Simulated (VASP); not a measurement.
# AlNi (Cmmm) in VASP: notebook, part 2 of 2

VASP 6.6.1. Earlier steps stand in the parts before.

### Step 3. Single point, PBEsol

INCAR reads:

```
SYSTEM = AlNi
PREC = Accurate ; ENCUT = 520
EDIFF = 1E-6 ; ISMEAR = 0
SIGMA = 0.1 ; LREAL = .False.
LASPH = .True. ; NELM = 100
ALGO = Normal ; ISIF = 2
LWAVE = .False. ; LCHARG = .False.
GGA = PS ; NBANDS = 14
```

KPOINTS reads:

```
regular mesh
0
Gamma
  14 14 12
  0 0 0
```

POSCAR reads:

```
AlNi
1.0
    1.9386940000     -1.9531901500      0.0000000000
    1.9386940000      1.9531901500      0.0000000000
    0.0000000000      0.0000000000      3.0994300413
Al Ni
1 1
Direct
    0.0000000000      0.0000000000      0.0000000000
    0.5000000000      0.5000000000      0.5000000000
```

Potentials or basis: VASP PAW PBE potentials, release 64 (Al, Ni).

The run is started by

```
$ cat potpaw_PBE.64/Al/POTCAR potpaw_PBE.64/Ni/POTCAR > POTCAR
$ mpirun -np 1 vasp_std > vasp.out
```

OUTCAR:

```text
SYSTEM = AlNi
   PREC = Accurate
   ENCUT = 520
   EDIFF = 1E-6
   ISMEAR = 0
   LREAL = .False.
   LASPH = .True.
   NELM = 100
   ISIF = 2
   GGA = PS

 ion  position               nearest neighbor table
   1  0.000  0.000  0.000-   2 2.48   2 2.48   2 2.48   2 2.48   2 2.49   2 2.49   2 2.49   2 2.49

   2  0.500  0.500  0.500-   1 2.48   1 2.48   1 2.48   1 2.48   1 2.49   1 2.49   1 2.49   1 2.49

  LATTYP: Found a base centered orthorhombic cell.
 ALAT       =     3.8773880000
 B/A-ratio  =     1.0074772759
 C/A-ratio  =     0.7993603017

  Lattice vectors:

 A1 = (   1.9386940000,  -1.9531901500,   0.0000000000)
 A2 = (   1.9386940000,   1.9531901500,   0.0000000000)
 A3 = (   0.0000000000,   0.0000000000,   3.0994300413)

Analysis of symmetry for initial positions (statically):
=====================================================================
 Subroutine PRICEL returns:
 Original cell was already a primitive cell.

 Routine SETGRP: Setting up the symmetry group for a
 base centered orthorhombic supercell.

 Subroutine GETGRP returns: Found  8 space group operations
 (whereof  8 operations were pure point group operations)
 out of a pool of  8 trial point group operations.

The static configuration has the point symmetry D_2h.

Analysis of symmetry for dynamics (positions and initial velocities):
=====================================================================
 Subroutine PRICEL returns:
 Original cell was already a primitive cell.

 Routine SETGRP: Setting up the symmetry group for a
 base centered orthorhombic supercell.

 Subroutine GETGRP returns: Found  8 space group operations
 (whereof  8 operations were pure point group operations)
 out of a pool of  8 trial point group operations.

The dynamic configuration has the point symmetry D_2h.

 Subroutine INISYM returns: Found  8 space group operations
 (whereof  8 operations are pure point group operations),
 and found     1 'primitive' translations

----------------------------------------------------------------------------------------

                                     Primitive cell

  volume of cell :      23.4728

  direct lattice vectors                    reciprocal lattice vectors
     1.938694000 -1.953190150  0.000000000     0.257905580 -0.255991461  0.000000000
     1.938694000  1.953190150  0.000000000     0.257905580  0.255991461  0.000000000
     0.000000000  0.000000000  3.099430041     0.000000000  0.000000000  0.322639965

  length of vectors
     2.751996764  2.751996764  3.099430041     0.363382603  0.363382603  0.322639965

  position of ions in fractional coordinates (direct lattice)
     0.000000000  0.000000000  0.000000000
     0.500000000  0.500000000  0.500000000

  ion indices of the primitive-cell ions
   primitive index   ion index
                 1           1
                 2           2

----------------------------------------------------------------------------------------

 KPOINTS: regular mesh

Automatic generation of k-mesh.
 Grid dimensions read from file:
 generate k-points for:   14   14   12

 Generating k-lattice:

  Cartesian coordinates                     Fractional coordinates (reciprocal lattice)
[... 41 lines left out ...]
 [... further k-points ...]
   k-points           NKPTS =    399   k-points in BZ     NKDIM =    399   number of bands    NBANDS=     14
   number of dos      NEDOS =    301   number of ions     NIONS =      2
   total plane-waves  NPLWV =   9600
   dimension x,y,z NGX =    20 NGY =   20 NGZ =   24
   dimension x,y,z NGXF=    40 NGYF=   40 NGZF=   48
   ions per type =               1   1
   NGX,Y,Z   is equivalent  to a cutoff of  12.08, 12.08, 12.87 a.u.
   NGXF,Y,Z  is equivalent  to a cutoff of  24.16, 24.16, 25.75 a.u.
 SYSTEM =  AlNi
   PREC   = accura    normal or accurate (medium, high low for compatibility)
   ISTART =      0    job   : 0-new  1-cont  2-samecut
   ICHARG =      2    charge: 1-file 2-atom 10-const
   ISPIN  =      1    spin polarized calculation?
   LNONCOLLINEAR =      F non collinear calculations
   LSORBIT =      F    spin-orbit coupling
   LASPH  =      T    aspherical Exc in radial PAW
   ENCUT  =  520.0 eV  38.22 Ry    6.18 a.u.   5.12  5.12  5.76*2*pi/ulx,y,z
   NELM   =    100;   NELMIN=  2; NELMDL= -5     # of ELM steps
   EDIFF  = 0.1E-05   stopping-criterion for ELM
   LREAL  =      F    real-space projection
   EDIFFG = 0.1E-04   stopping-criterion for IOM
   NSW    =      0    number of steps for IOM
   IBRION =     -1    ionic relax: 0-MD 1-quasi-New 2-CG
   NFREE  =      0    steps in history (QN), initial steepest desc. (CG)
   ISIF   =      2    stress and relaxation
   ISYM   =      2    0-nonsym 1-usesym 2-fastsym
   POTIM  = 0.5000    time-step for ionic-motion
   TEBEG  =    0.0;   TEEND  =   0.0 temperature during run
   PSTRESS=    0.0 pullay stress
   NELECT =      13.0000    total number of electrons
   NUPDOWN=      -1.0000    fix difference up-down
   EMIN   =  10.00;   EMAX   =-10.00  energy-range for DOS
   EFERMI =   0.00;   METHOD = LEGACY
   ISMEAR =     0;   SIGMA  =   0.10  broadening in eV -4-tet -1-fermi 0-gaus
   EFERMI_NEDOS =   21; number of points for ismear=-14 and -15
   IALGO  =     38    algorithm
   IMIX   =      4    mixing-type and parameters
     AMIX     =   0.40;   BMIX     =  1.00
     AMIX_MAG =   1.60;   BMIX_MAG =  1.00
  volume/ion in A,a.u.               =      11.74        79.20
  Fermi-wavevector in a.u.,A,eV,Ry     =   1.344417  2.540580 24.591955  1.807458
  Thomas-Fermi vector in A             =   2.472413
   LORBIT       =      0    0 simple, 1 ext, 2 COOP (PROOUT), +10 PAW based schemes
   GGA     = PS    functional components
   LHFCALC =     F    Hartree Fock is set to
   AEXX    =    0.0000 exact exchange contribution
   IVDW    =     0    specifies the selected vdW correction
   LEPSILON=     F    determine dielectric tensor
   LRPA    =     F    only Hartree local field effects (RPA)
 non-spin polarized calculation
 Gauss-broadening in eV      SIGMA  =   0.10
  energy-cutoff  :      520.00
  volume of cell :       23.47
 maximum number of plane-waves:       646
   NGX = 11   NGY = 11   NGZ = 11

 number of electron      13.0000022 magnetization

 Free energy of the ion-electron system (eV)
  ---------------------------------------------------
  ext. energy  EPLUGINS =         0.00000000
  ---------------------------------------------------
  free energy    TOTEN  =       -11.54638454 eV

  energy without entropy =      -11.54261080  energy(sigma->0) =      -11.54449767

 E-fermi :  10.1655     XC(G=0): -12.2567

 val. band max:       10.1350133079   @ k =  -0.4286   0.2143   0.2500
 cond. band min:      10.1660777361   @ k =   0.3571   0.3571   0.0000
 fundamental gap:      0.0310644281
 Fermi energy:        10.1654864431

 k-point     1 :       0.0000    0.0000    0.0000
  band No.  band energies     occupation
      1      -1.1363      2.00000
      2       6.7146      2.00000
      3       6.8555      2.00000
      4       8.4810      2.00000
      5       8.5004      2.00000
      6       8.7926      2.00000
      7      13.0816      0.00000
      8      17.1851      0.00000
      9      17.2284      0.00000
     10      17.3246      0.00000
     11      18.8103      0.00000
     12      24.7657      0.00000
     13      30.5555      0.00000
     14      30.5643      0.00000
[... 377 lines left out ...]
      1       0.8764      2.00000
      2       6.5940      2.00000
      3       7.1643      2.00000
      4       7.7770      2.00000
      5       8.1752      2.00000
      6       8.3577      2.00000
      7      11.2099      0.00000
      8      15.6599      0.00000
      9      15.7625      0.00000
     10      18.6758      0.00000
     11      23.6542      0.00000
     12      23.6971      0.00000
     13      25.3095      0.00000
     14      27.4064      0.00000

 [... further k-points ...]

------------------------ aborting loop because EDIFF is reached ----------------------------------------

  FORCE on cell =-STRESS in cart. coord.  units (eV):
  Direction    XX          YY          ZZ          XY          YZ          ZX
  --------------------------------------------------------------------------------------
  -------------------------------------------------------------------------------------
  Total        0.5260013      0.2790057     -0.5235807      0.0000000      0.0000000      0.0000000
  in kB       35.9030856     19.0439914    -35.7378605      0.0000000      0.0000000      0.0000000
  external PRESSURE =       6.4030722 kB  Pullay stress =       0.0000000 kB

 VOLUME and BASIS-vectors are now :
 -----------------------------------------------------------------------------
  energy-cutoff  :      520.00
  volume of cell :       23.47
      direct lattice vectors                 reciprocal lattice vectors
     1.938694000 -1.953190150  0.000000000     0.257905580 -0.255991461  0.000000000
     1.938694000  1.953190150  0.000000000     0.257905580  0.255991461  0.000000000
     0.000000000  0.000000000  3.099430041     0.000000000  0.000000000  0.322639965

 POSITION                                       TOTAL-FORCE (eV/Angst)
 -----------------------------------------------------------------------------------
      0.00000      0.00000      0.00000        -0.000000      0.000000      0.000000
      1.93869      0.00000      1.54972         0.000000     -0.000000      0.000000
 -----------------------------------------------------------------------------------
    total drift:                                0.000000      0.000000      0.000000

  FREE ENERGIE OF THE ION-ELECTRON SYSTEM (eV)
  ---------------------------------------------------
  free  energy   TOTEN  =       -11.5463845429 eV

  energy  without entropy=      -11.5426108029  energy(sigma->0) =      -11.54449767
```

It took 64 s on 1 thread of Intel Xeon Platinum 8259CL at 2.50GHz (Skylake/Cascade Lake), shared host; peak memory 0.24 GiB.

What came out:

```yaml
Free_energy: -11.5464 eV
Pressure: 0.6 GPa
Band_gap_on_the_k_mesh: zero (an odd number of electrons rules out a gap without spin polarisation)
```

Levels at points of the mesh, in eV from the Fermi level:
| k point | band 3 | band 4 | band 5 | band 6 | band 7 | band 8 | band 9 | band 10 | band 11 | band 12 |
| --- | --- | --- | --- | --- | --- | --- | --- | --- | --- | --- |
| (0.00, 0.00, 0.00) | -3.31 | -1.68 | -1.67 | -1.37 | 2.92 | 7.02 | 7.06 | 7.16 | 8.64 | 14.60 |
| (0.50, 0.00, 0.00) | -2.83 | -2.78 | -2.10 | -1.55 | -0.38 | 7.76 | 7.92 | 9.37 | 11.60 | 12.71 |
| (0.50, 0.50, 0.00) | -2.47 | -2.47 | -2.45 | -2.33 | -0.87 | 2.19 | 3.29 | 10.78 | 13.50 | 13.63 |
| (0.00, 0.00, 0.50) | -3.00 | -2.12 | -2.10 | -1.33 | -1.27 | 8.40 | 11.16 | 11.20 | 11.50 | 11.51 |
| (0.50, 0.00, 0.50) | -3.46 | -2.88 | -2.02 | -1.93 | -1.24 | 1.27 | 2.19 | 13.60 | 15.56 | 16.10 |
| (0.50, 0.50, 0.50) | -4.16 | -1.21 | -0.86 | 1.82 | 2.05 | 2.17 | 3.95 | 4.06 | 4.15 | 5.37 |

Caveat: the stress differs along the axes, from -4 to 4 GPa; the PAW data sets were made with another functional, which shifts forces and pressure a little. Spin polarisation is off, so any magnetic state and its effect on volume and gap are missing.

### Step 4. Single point, PBEsol

INCAR reads:

```
  PREC = Accurate
  ENCUT = 520
  EDIFF = 1E-6
  ISMEAR = 0
  SIGMA = 0.1
  LREAL = F
  LASPH = T
  NELM = 80
  ALGO = Fast
  ISIF = 2
  LWAVE = F
  LCHARG = F
  GGA = PS
  NBANDS = 14
```

KPOINTS reads:

```
Automatic mesh
0
Gamma
  14 14 12
  0.5 0.5 0.5
```

POSCAR is that of step 3.

The run is started by

```
$ cat potpaw_PBE.64/Al/POTCAR potpaw_PBE.64/Ni/POTCAR > POTCAR
$ mpirun -np 1 vasp_std > vasp.out
```

Run time: 70 s. Hardware: 1 thread of Intel Xeon Platinum 8259CL at 2.50GHz (Skylake/Cascade Lake), shared host; peak memory 0.22 GiB.

The run converged. Its results:

- Free energy: -11.5438 eV
- Pressure: 0.5 GPa
- Band gap on the k mesh: zero (an odd number of electrons rules out a gap without spin polarisation)

Stress tensor (GPa, compression positive):
```
 3.57  0.00  0.00
 0.00  2.01  0.00
 0.00  0.00 -4.17
```

Levels at points of the mesh, in eV from the Fermi level:
| k point | band 4 | band 5 | band 6 | band 7 | band 8 | band 9 | band 10 | band 11 |
| --- | --- | --- | --- | --- | --- | --- | --- | --- |
| (0.04, 0.04, 0.04) | -1.68 | -1.64 | -1.35 | 2.81 | 6.54 | 6.77 | 7.68 | 9.37 |

Caveat: the stress differs along the axes, from -4 to 4 GPa; the PAW data sets were made with another functional, which shifts forces and pressure a little.

### Step 5. Overview

```csv
k mesh,smearing,gap on the mesh (eV),pressure (GPa)
16 × 16 × 14,tetrahedron,none,0.7
14 × 14 × 12,gaussian 0.1 eV,none,0.6
"14 × 14 × 12, shifted",gaussian 0.1 eV,none,0.5
```

Alike in all rows: task single point; level PBEsol; potentials or basis VASP PAW PBE potentials, release 64 (Al, Ni); no spin polarisation; cell as given; cutoff (eV) 520.

Caveats: the stress differs along the axes, from -4 to 4 GPa; the PAW data sets were made with another functional, which shifts forces and pressure a little.

Absolute energies hang on the potentials; compare differences alone.

The gap in the log of VASP goes by the Fermi energy; the results here count the filled bands.